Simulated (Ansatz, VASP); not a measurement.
**W in VASP and in Ansatz**

The input INCAR:

```
ALGO     = Normal         # electronic algorithm
EDIFF    = 1E-6           # SCF threshold, eV
ENCUT    = 520            # plane-wave cutoff, eV
GGA      = PS             # functional
ISIF     = 2              # what is computed and relaxed
ISMEAR   = -1             # smearing method
LASPH    = True           # aspherical terms in the spheres
LCHARG   = False          # write CHGCAR
LREAL    = False          # projectors in reciprocal space
LWAVE    = False          # write WAVECAR
NBANDS   = 36             # bands
NELM     = 100            # most SCF steps
PREC     = Accurate       # precision mode
SIGMA    = 0.1            # smearing width, eV
```

Contents of KPOINTS:

```
k-points
0
Gamma
  8 5 4
```

POSCAR

```
W
1.0
    2.8096620000      0.0000000000      0.0000000000
    0.0000000000      4.8638700000      0.0000000000
    0.0000000000      0.0000000000      4.9236950000
W
4
Direct
    0.7931720000      0.5631570000      0.2500000000
    0.2068280000      0.0631570000      0.2500000000
    0.2068280000      0.4368430000      0.7296900499
    0.7931720000      0.9368430000      0.7500000000
```

Input for Ansatz:

```yaml
crystal:
  lattice:
    - [2.809662, 0.0, 0.0]
    - [0.0, 4.86387, 0.0]
    - [0.0, 0.0, 4.923695]
  atoms:
    - { symbol: W, position: [0.793172, 0.563157, 0.25] }
    - { symbol: W, position: [0.206828, 0.063157, 0.25] }
    - { symbol: W, position: [0.206828, 0.436843, 0.7296900498507727] }
    - { symbol: W, position: [0.793172, 0.936843, 0.75] }
kpoints:
  mp_grid:
    grid: [8, 5, 4]
hamiltonian:
  xc: pbesol
  pseudopotentials:
    kind: paw
scf:
  occupations:
    method: fermi_dirac
    width: 0.1
output:
  forces: true
```

Alike in both runs: task single point; functional PBEsol; k mesh 8 × 5 × 4; occupations fermi-dirac, width 0.1 eV; no spin polarisation.

```csv
,VASP,Ansatz
version,VASP 6.6.1,Ansatz 0.2.0
potentials or method,"VASP PAW PBE potentials, release 64 (W_sv)","plane waves, PAW"
plane-wave cutoff (eV),520,420
valence electrons in the cell,56,56
```

VASP gave:

| Property | Result |
| --- | --- |
| rms of the force components (eV/Å) | 0.400 |

Which values does Ansatz return?

rms of the force components (eV/Å): 0.396.

VASP's potentials were made for PBE, not for PBEsol. Atom by atom the forces differ by 0.005 eV/Å (rms over components).

Spin-orbit coupling is off throughout.
